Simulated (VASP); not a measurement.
A run of VASP 6.6.1 is set up as follows.

Contents of INCAR:

```
PREC = Accurate
ENCUT = 520
EDIFF = 1E-7
ISMEAR = 0
SIGMA = 0.15
LREAL = F
LASPH = T
NELM = 80
ALGO = Normal
ISIF = 2
LWAVE = F
LCHARG = T
GGA = PS
LELF = T
LVHAR = T
NBANDS = 16
```

KPOINTS

```
Automatic mesh
0
Gamma
  14 14 14
```

File POSCAR:

```
YSe
1.0
    0.0000000000      2.8750000000      2.8750000000
    2.8750000000      0.0000000000      2.8750000000
    2.8750000000      2.8750000000      0.0000000000
Y Se
1 1
Direct
    0.0000000000      0.0000000000      0.0000000000
    0.5260869565      0.5260869565      0.4739130435
```

Potentials or basis: VASP PAW PBE potentials, release 64 (Y_sv, Se).

The run is started by

```bash
$ cat potpaw_PBE.64/Y_sv/POTCAR potpaw_PBE.64/Se/POTCAR > POTCAR
$ mpirun -np 1 vasp_std > vasp.out
```

Q: Predict the largest force.

A: 0.969 eV/Å.

Q: Estimate the pressure.

A: -1.7 GPa.

Stress tensor (GPa, compression positive):
```
-2.59  0.00  0.00
 0.00 -2.59  0.00
 0.00  0.00  0.14
```

Caveat: the cell differs from its parent crystal (all Se atoms moved +0.150 Å, as atom 2 along Cartesian [0 0 1]); the PAW data sets were made with another functional, which shifts forces and pressure a little.
